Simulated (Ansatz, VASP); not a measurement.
Two plane-wave programs on Al

INCAR

```
PREC = Accurate ; ENCUT = 520
EDIFF = 1E-7 ; ISMEAR = 0
SIGMA = 0.15 ; LREAL = False
LASPH = True ; NELM = 80
ALGO = Fast ; ISIF = 2
LWAVE = False ; LCHARG = False
GGA = PS ; NBANDS = 14
```

Contents of KPOINTS:

```
regular mesh
0
Gamma
  16 16 5
```

File POSCAR:

```
Al
1.0
   -1.6063180831      1.6063180831     -1.6063180831
   -1.6063180831     -1.6063180831      1.6063180831
   -0.6425272332      6.1040087160      6.7465359492
Al
4
Direct
   -0.0875000000     -0.2625000000      0.8750000000
    0.4875000000      0.4625000000      0.1250000000
   -0.0375000000     -0.1125000000      0.3750000000
    0.4375000000      0.3125000000      0.6250000000
```

Input for Ansatz:

```yaml
crystal:
  lattice:
    - [-1.6063180831, 1.6063180831, -1.6063180831]
    - [-1.6063180831, -1.6063180831, 1.6063180831]
    - [-0.6425272332, 6.104008716, 6.7465359492]
  atoms:
    - { symbol: Al, position: [-0.0875, -0.2625, 0.875] }
    - { symbol: Al, position: [0.4875, 0.4625, 0.125] }
    - { symbol: Al, position: [-0.0375, -0.1125, 0.375] }
    - { symbol: Al, position: [0.4375, 0.3125, 0.625] }
basis:
  ecutwfc: 420
kpoints:
  mp_grid: { grid: [16, 16, 5] }
hamiltonian:
  xc: pbesol
  pseudopotentials: { kind: paw, azcp: { folder: soft_1 } }
scf:
  occupations: { method: gaussian, width: 0.15 }
output:
  forces: true
  stress: true
  eigenvalues: true
```

Alike in both runs: task single point; functional PBEsol; k mesh 16 × 16 × 5; occupations gaussian, width 0.15 eV; no spin polarisation.

```csv
,VASP,Ansatz
version,VASP 6.6.1,Ansatz 0.2.0
potentials or method,"VASP PAW PBE potentials, release 64 (Al), cutoff 520 eV","scalar-relativistic, plane waves, PAW"
valence electrons in the cell,12,12
```

Ansatz gave:

```
gap on the k mesh at the Fermi level (eV)                     : none
pressure (GPa)                                                : 1.2
traceless stress, the component that is largest in VASP (GPa) : 2.09
rms of the force components (eV/Å)                            : 0.334
```

Task: Which values does VASP return?

Result: gap on the k mesh at the Fermi level (eV): none; pressure (GPa): 1.3; traceless stress, the component that is largest in VASP (GPa): 2.10; rms of the force components (eV/Å): 0.336.

VASP's potentials were made for PBE, not for PBEsol, and Ansatz warns of the same on its side. Atom by atom the forces differ by 0.002 eV/Å (rms over components). A gap of «none» marks a metal or a gap that the smearing closes.
